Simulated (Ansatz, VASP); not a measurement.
Na in VASP and in Ansatz

```
CELL_PARAMETERS angstrom
-2.17173 2.17173 2.17173
2.17173 -2.17173 2.17173
2.17173 2.17173 -2.17173
ATOMIC_POSITIONS crystal
Na 0.00000 0.00000 0.00000
```

Alike in both runs: task single point; functional RPBE; k mesh 17 × 17 × 17; occupations fermi-dirac, width 0.1 eV; no spin polarisation.

```csv
,VASP,Ansatz
version,VASP 6.6.1,Ansatz 0.2.0
potentials or method,"VASP PAW PBE potentials, release 64 (Na_pv), cutoff 520 eV","plane waves (420 eV) with PAW, scalar-relativistic"
valence electrons in the cell,7,9
```

|  | VASP | Ansatz | Ansatz less VASP |
| --- | --- | --- | --- |
| pressure (GPa) | -0.2 | -0.2 | -0.01 |

VASP's potentials were made for PBE, not for RPBE. VASP's potentials hold 7 valence electrons a cell and Ansatz's 9, so a difference there can come from the potentials and not from the codes.
